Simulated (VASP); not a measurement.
A run of VASP 6.6.1 is set up as follows.

INCAR

```
SYSTEM = Pb
PREC = Accurate ; ENCUT = 520
EDIFF = 1E-7 ; ISMEAR = -1
SIGMA = 0.1 ; LREAL = .False.
LASPH = .True. ; NELM = 80
ALGO = Normal ; ISIF = 2
LWAVE = .False. ; LCHARG = .False.
GGA = PE ; NBANDS = 13
```

KPOINTS

```
Automatic mesh
0
Gamma
  14 14 13
  0 0 0
```

File POSCAR:

```
Pb
1.0
    3.1614319497      0.0000000000      0.0000000000
   -1.5807159749      2.7378803807      0.0000000000
    0.0000000000      0.0000000000      2.9897564013
Pb
1
Direct
    0.0000000000      0.0000000000      0.0000000000
```

Potentials or basis: VASP PAW PBE potentials, release 64 (Pb_d).

Run with:

```bash
$ cat potpaw_PBE.64/Pb_d/POTCAR > POTCAR
$ mpirun -np 1 vasp_std > vasp.out
```

(1) Estimate the pressure.

(2) Estimate the band gap on the k mesh.

Answers

(1) 16.9 GPa.

(2) zero (band 7 reaches 14.78 eV, above the bottom of band 8 at 7.00 eV).

Caveat: spin-orbit coupling is left out, which moves the levels of the heavy elements.
